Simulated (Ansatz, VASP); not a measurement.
This is a calculation of HfB for VASP 6.6.1.

INCAR

```
PREC     = Accurate       # precision mode
ENCUT    = 520            # plane-wave cutoff, eV
EDIFF    = 1E-6           # SCF threshold, eV
ISMEAR   = -1             # smearing method
SIGMA    = 0.05           # smearing width, eV
LREAL    = F              # projectors in reciprocal space
LASPH    = T              # aspherical terms in the spheres
NELM     = 80             # most SCF steps
ALGO     = Normal         # electronic algorithm
ISIF     = 2              # what is computed and relaxed
LWAVE    = F              # write WAVECAR
LCHARG   = F              # write CHGCAR
GGA      = PE             # functional
NBANDS   = 14             # bands
```

The input KPOINTS:

```
regular mesh
0
Gamma
  10 10 10
```

Contents of POSCAR:

```
HfB
1.0
    0.0000000000      2.3252984591      2.3252984591
    2.3252984591      0.0000000000      2.3252984591
    2.3252984591      2.3252984591      0.0000000000
Hf B
1 1
Direct
    0.5000000000      0.5000000000      0.5000000000
    0.0000000000      0.0000000000      0.0000000000
```

Potentials or basis: VASP PAW PBE potentials, release 64 (Hf_pv, B).

The run is started by

```console
$ cat potpaw_PBE.64/Hf_pv/POTCAR potpaw_PBE.64/B/POTCAR > POTCAR
$ mpirun -np 1 vasp_std > vasp.out
```

Task: Set up the same calculation for Ansatz 0.2.0. Potentials there: all-electron LAPW, scalar-relativistic.

Result: As run (the cutoff follows the program's own potentials):

File input.yaml:

```yaml
crystal:
  lattice:
    - [0.0, 2.3252984591, 2.3252984591]
    - [2.3252984591, 0.0, 2.3252984591]
    - [2.3252984591, 2.3252984591, 0.0]
  atoms:
    - { symbol: Hf, position: [0.5, 0.5, 0.5] }
    - { symbol: B, position: [0.0, 0.0, 0.0] }
kpoints:
  mp_grid: { grid: [10, 10, 10] }
scf:
  occupations: { method: fermi_dirac, width: 0.05 }
hamiltonian:
  xc: pbe
  pseudopotentials: { kind: all_electron, lapw: { basis_error: 0.0005 } }
output:
  forces: true
  stress: true
  eigenvalues: true
```

Potentials or basis: all-electron LAPW, scalar-relativistic.

Launch:

```bash
$ ansatz run input.yaml --threads 1 --pin off --max-ram 2560MiB --backend cpu --events-out ev --progress --plain --runs-dir out
```

Both were run:

|  | VASP | Ansatz | Ansatz less VASP |
| --- | --- | --- | --- |
| gap on the k mesh at the Fermi level (eV) | none | none | - |
| pressure (GPa) | 25.1 | 24.4 | -0.70 |

A gap of «none» marks a metal or a gap that the smearing closes. Ansatz ran all-electron here, and VASP with PAW potentials.

Neither program's run includes spin-orbit coupling.
